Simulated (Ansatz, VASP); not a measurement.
## Si3N: VASP beside Ansatz

```
Si N
1.0
     3.81552    0.00000    0.00000
    -1.90776    3.30433    0.00000
     0.00000    0.00000   25.79138
Si N
6 2
Direct
  0.66667 0.33333 0.15509
  0.33333 0.66667 0.18598
  0.33333 0.66667 0.27748
  0.66667 0.33333 0.30703
  0.66667 0.33333 0.39974
  0.33333 0.66667 0.42616
  0.33333 0.83333 0.54636
  0.33333 0.83333 0.58901
```

Alike in both runs: task single point; functional PBE; dispersion D3(BJ); k mesh 9 × 9 × 1; occupations gaussian, width 0.05 eV; no spin polarisation.

|  | VASP | Ansatz |
| --- | --- | --- |
| version | VASP 6.6.1 | Ansatz 0.2.0 |
| potentials or method | VASP PAW PBE potentials, release 64 (Si, N), cutoff 520 eV | scalar-relativistic, plane waves, PAW |
| valence electrons in the cell | 34 | 34 |

```tsv
	VASP	Ansatz	Ansatz less VASP
gap on the k mesh at the Fermi level (eV)	none	none	-
rms of the force components (eV/Å)	0.644	0.196	-0.4485
```

Atom by atom the forces differ by 0.520 eV/Å (rms over components). A gap of «none» marks a metal or a gap that the smearing closes. One of these differences is far larger than is usual between the two programs; its cause wasn't traced. Ansatz's warnings: xc potential rough in thin density.

Noted on VASP's run: the standard files for N, O and F lose accuracy on very short bonds.
